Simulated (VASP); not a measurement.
The system is SnSe2.

```
Sn Se
1.0
     3.82000    0.00000    0.00000
    -1.91000    3.30822    0.00000
     0.00000    0.00000    6.11200
Sn Se
1 2
Direct
  0.00000 0.00000 0.00000
  0.33333 0.66667 0.25000
  0.66667 0.33333 0.75000
```

- Program: VASP 6.6.1
- Task: relaxation of cell and atoms
- Functional: PBEsol
- Potentials or basis: VASP PAW PBE potentials, release 64 (Sn_d, Se)
- Cutoff: 600 eV
- k mesh: 7 × 7 × 4
- Occupations: gaussian, width 0.01 eV
- Spin: no spin polarisation

At the start: pressure 2.3 GPa; volume 25.75 Å³/atom.

Q: Where does the relaxation end?

A: Over 22 steps the energy falls by 11.3 meV/atom and the volume is 25.92 Å³/atom (+0.7 %); space group P-3m1 (No. 164, to 0.05 Å).

The path:
| step | energy change (eV) | largest force (eV/Å) | pressure (GPa) | volume (Å³) |
| --- | --- | --- | --- | --- |
| 1 | 0.0000 | 0.5817 | 2.33 | 77.24 |
| 2 | -0.0133 | 0.2383 | -2.17 | 81.50 |
| 3 | -0.0289 | 0.0924 | -0.41 | 79.65 |
| 4 | -0.0324 | 0.0434 | -0.22 | 79.17 |
| 5 | -0.0331 | 0.0096 | -0.06 | 78.85 |
| 6 | -0.0331 | 0.0117 | -0.08 | 78.88 |
| 7 | -0.0332 | 0.0299 | 0.05 | 78.72 |
| 8 | -0.0332 | 0.0318 | 0.05 | 78.70 |
| 9 | -0.0332 | 0.0295 | 0.04 | 78.68 |
| 10 | -0.0334 | 0.0225 | 0.00 | 78.61 |
| 11 | -0.0336 | 0.0089 | -0.11 | 78.47 |
| 12 | -0.0336 | 0.0175 | -0.30 | 78.19 |
| 13 | -0.0337 | 0.0008 | -0.19 | 78.37 |
| 14 | -0.0337 | 0.0005 | -0.15 | 78.31 |
| 15 | -0.0338 | 0.0047 | -0.09 | 78.15 |
| 16 | -0.0339 | 0.0131 | -0.02 | 77.84 |
| 17 | -0.0339 | 0.0148 | 0.02 | 77.77 |
| 18 | -0.0339 | 0.0136 | -0.02 | 77.82 |
| 19 | -0.0339 | 0.0143 | 0.01 | 77.79 |
| 20 | -0.0339 | 0.0139 | -0.01 | 77.80 |
| 21 | -0.0339 | 0.0113 | 0.00 | 77.79 |
| 22 | -0.0340 | 0.0027 | 0.01 | 77.76 |

Final structure:
```
Sn Se
1.0
     3.82245    0.00000    0.00000
    -1.91123    3.31034    0.00000
     0.00000    0.00000    6.14537
Sn Se
1 2
Cartesian
  0.0000 0.0000 0.0000
  0.0000 2.2069 1.5863
  1.9112 1.1034 4.5590
```

Caveat: the PAW data sets were made with another functional, which shifts forces and pressure a little; this functional lacks dispersion, which binds the layers, so the pressure and a relaxed spacing across them are unreliable.
